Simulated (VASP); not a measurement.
Wanted: the native input for a VASP 6.6.1 run.

- Task: single point
- Functional: PBE
- Potentials or basis: VASP PAW PBE potentials, release 64 (Ba_sv, O, Ca_sv)
- Cutoff: 520 eV
- k mesh: 1 × 1 × 1
- Occupations: fermi-dirac, width 0.2111 eV
- Spin: no spin polarisation
- Dipole correction: no
- Further INCAR settings: ALGO = Normal; EDIFF = 1e-07; NBANDS = 69; ISYM = 0

The structure of Ba3Ca4O7 lies in POSCAR:

```
Ba3Ca4O7
1.0
    6.1422690000      0.0463550000      0.2046950000
    0.0463550000      6.1618090000      0.0560510000
    0.2046950000      0.0560510000      6.1205050000
Ba O Ca
3 7 4
Direct
    0.9263193024      0.9216722287      0.7495715501
    0.2684879482      0.4330364016      0.6889733341
    0.3367108398      0.8910660062      0.2497231575
    0.1832000775      0.0997287790     -0.0835833052
    0.0881340140      0.6455728520      0.4209904908
    0.5844139195      0.6163363401      0.2418633960
    0.9945081172      0.1640642561      0.4629884618
    0.5904019927      1.0690059863      0.4782645892
    0.6222556994      0.1149166538      0.0178028081
    0.1476823185      0.5994292457      1.0115192389
    0.3000180373      0.3575914689      0.2599299320
    0.7851560919      0.3270666371      0.2753018030
    0.8495614134      0.8341267771      0.2652352031
    0.4522954883     -0.1186593073      0.7764327205
```

One way to write it, as run:

INCAR

```
ALGO     = Normal         # electronic algorithm
EDIFF    = 1E-7           # SCF threshold, eV
ENCUT    = 520            # plane-wave cutoff, eV
GGA      = PE             # functional
ISIF     = 2              # what is computed and relaxed
ISMEAR   = -1             # smearing method
ISYM     = 0            
LASPH    = True           # aspherical terms in the spheres
LCHARG   = False          # write CHGCAR
LREAL    = False          # projectors in reciprocal space
LWAVE    = False          # write WAVECAR
NBANDS   = 69             # bands
NELM     = 100            # most SCF steps
PREC     = Accurate       # precision mode
SIGMA    = 0.2111         # smearing width, eV
```

KPOINTS

```
k-points
0
Gamma
  1 1 1
```

Potentials or basis: VASP PAW PBE potentials, release 64 (Ba_sv, O, Ca_sv).

Launch:

```console
$ cat potpaw_PBE.64/Ba_sv/POTCAR potpaw_PBE.64/O/POTCAR potpaw_PBE.64/Ca_sv/POTCAR > POTCAR
$ mpirun -np 1 vasp_gam > vasp.out
```

It gave:

The pressure is 17.5 GPa. The largest force is 3.565 eV/Å and the band gap on the k mesh is 1.90 eV.

Caveat: the k points lie up to 1.03 Å⁻¹ apart; spin-orbit coupling is left out, which moves the levels of the heavy elements.

It took 76 s on 1 thread of Intel Xeon 8259CL (shared host), peak memory 0.31 GiB.
